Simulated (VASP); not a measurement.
Here is a VASP 6.6.1 calculation.

Contents of INCAR:

```
SYSTEM = Ta3N2
ALGO = Normal ; EDIFF = 1E-6
ENCUT = 520 ; GGA = PE
ISIF = 2 ; ISMEAR = 0
ISPIN = 2 ; LASPH = .True.
LCHARG = .True. ; LELF = .True.
LMAXMIX = 4 ; LORBIT = 11
LREAL = .False. ; LVHAR = .True.
LWAVE = .False. ; MAGMOM = 1 1 1 0 0
NBANDS = 34 ; NELM = 150
PREC = Accurate ; SIGMA = 0.1
```

Contents of KPOINTS:

```
k-points
0
Gamma
  6 6 2
  0 0 0
```

POSCAR

```
Ta3N2
1.0
    2.9404600573      0.0000000000      0.0000000000
   -1.4702300287      2.5465131085      0.0000000000
    0.0000000000      0.0000000000      8.6147388230
Ta N
3 2
Direct
    0.0000000000      0.0000000000      0.3372365857
    0.0000000000      0.0000000000      0.6627634143
    0.0000000000      0.0000000000      0.0000000000
    0.6666666667      0.3333333333      0.8350342015
    0.6666666667      0.3333333333      0.1649657985
```

Potentials or basis: VASP PAW PBE potentials, release 64 (Ta_pv, N).

Command:

```sh
$ cat potpaw_PBE.64/Ta_pv/POTCAR potpaw_PBE.64/N/POTCAR > POTCAR
$ mpirun -np 1 vasp_std > vasp.out
```

(1) Estimate the net moment.

(2) What does it give for the largest force?

(3) Estimate the pressure.

## Answers

(1) 0.00 μB per cell.

(2) 0.095 eV/Å.

(3) 0.1 GPa.

Caveat: the k points lie up to 0.41 Å⁻¹ apart.
